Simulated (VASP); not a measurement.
Input of a VASP 6.6.1 run:

Contents of POSCAR:

```
Ga4As3P
1.0
   -2.8609184772      2.8609184772      5.7206746785
    2.8609184772     -2.8609184772      5.7206746785
    2.8609184772      2.8609184772     -5.7206746785
P Ga As
1 4 3
Direct
    0.0000000000      0.0000000000      0.0000000000
    0.6333247870      0.6333247870      0.5123560537
    0.8790312668      0.3666752130      0.0000000000
    0.1209687332      0.1209687332      0.4876439463
    0.3666752130      0.8790312668      0.0000000000
    0.2500000000      0.7500000000      0.5000000000
    0.5000000000      0.5000000000      0.0000000000
    0.7500000000      0.2500000000      0.5000000000
```

The input INCAR.step1:

```
PREC = Accurate
ENCUT = 520
ISMEAR = 0
SIGMA = 0.01
LREAL = False
LASPH = True
NELM = 80
NBANDS = 46
GGA = PE
ALGO = Normal
EDIFF = 1E-4
LWAVE = True
LCHARG = False
```

The input INCAR.step2:

```
PREC = Accurate
ENCUT = 520
EDIFF = 1E-6
ISMEAR = 0
SIGMA = 0.01
LREAL = False
LASPH = True
NELM = 80
ALGO = Normal
ISIF = 2
LWAVE = False
LCHARG = False
METAGGA = R2SCAN
LMIXTAU = True
NBANDS = 46
ISTART = 1
```

Contents of KPOINTS:

```
regular mesh
0
Gamma
  6 6 6
```

Potentials or basis: VASP PAW PBE potentials, release 64 (P, Ga_d, As).

Launch:

```bash
$ cat potpaw_PBE.64/P/POTCAR potpaw_PBE.64/Ga_d/POTCAR potpaw_PBE.64/As/POTCAR > POTCAR
$ cp INCAR.step1 INCAR
$ mpirun -np 1 vasp_std > vasp.out
$ cp INCAR.step2 INCAR
$ mpirun -np 1 vasp_std > vasp.out
```

Predict the largest force.

0.003 eV/Å.

What does it give for the band gap on the k mesh?

0.81 eV.

Estimate the pressure.

-3.8 GPa.

Forces in eV/Å, atoms in the order of the input:
```
P    0.000  0.000  0.000
Ga   0.002  0.002  0.001
Ga  -0.002  0.002 -0.001
Ga  -0.002 -0.002  0.001
Ga   0.002 -0.002 -0.001
As   0.000  0.000  0.000
As   0.000  0.000  0.000
As   0.000  0.000  0.000
```

Caveat: the cell stands under tension; the PAW data sets were made with another functional, which shifts forces and pressure a little.
